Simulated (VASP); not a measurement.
A run of VASP 6.6.1 is set up as follows.

Contents of INCAR:

```
  ALGO = Normal
  EDIFF = 1E-6
  ENCUT = 520
  GGA = CA
  ISIF = 2
  ISMEAR = 0
  LASPH = True
  LCHARG = False
  LREAL = False
  LWAVE = False
  NBANDS = 34
  NELM = 80
  PREC = Accurate
  SIGMA = 0.15
```

The input KPOINTS:

```
k-points
0
Gamma
  6 6 6
```

POSCAR

```
HfRu3
1.0
    3.9557700000      0.0000000000      0.0000000000
    0.0000000000      3.9557700000      0.0000000000
    0.0000000000      0.0000000000      3.9557700000
Hf Ru
1 3
Direct
    0.0000000000      0.0000000000      0.0000000000
    0.5000000000      0.5000000000      0.0000000000
    0.5000000000      0.0000000000      0.5000000000
    0.0000000000      0.5000000000      0.5000000000
```

Potentials or basis: VASP PAW LDA potentials, release 64 (Hf_pv, Ru_pv).

Command:

```bash
$ cat potpaw_LDA.64/Hf_pv/POTCAR potpaw_LDA.64/Ru_pv/POTCAR > POTCAR
$ mpirun -np 1 vasp_std > vasp.out
```

(1) Predict the band gap on the k mesh.

(2) Estimate the pressure.

## Answers

(1) zero (band 26 reaches 11.68 eV, above the bottom of band 27 at 8.72 eV).

(2) -15.0 GPa.

Caveat: spin-orbit coupling is left out, which moves the levels of the heavy elements.
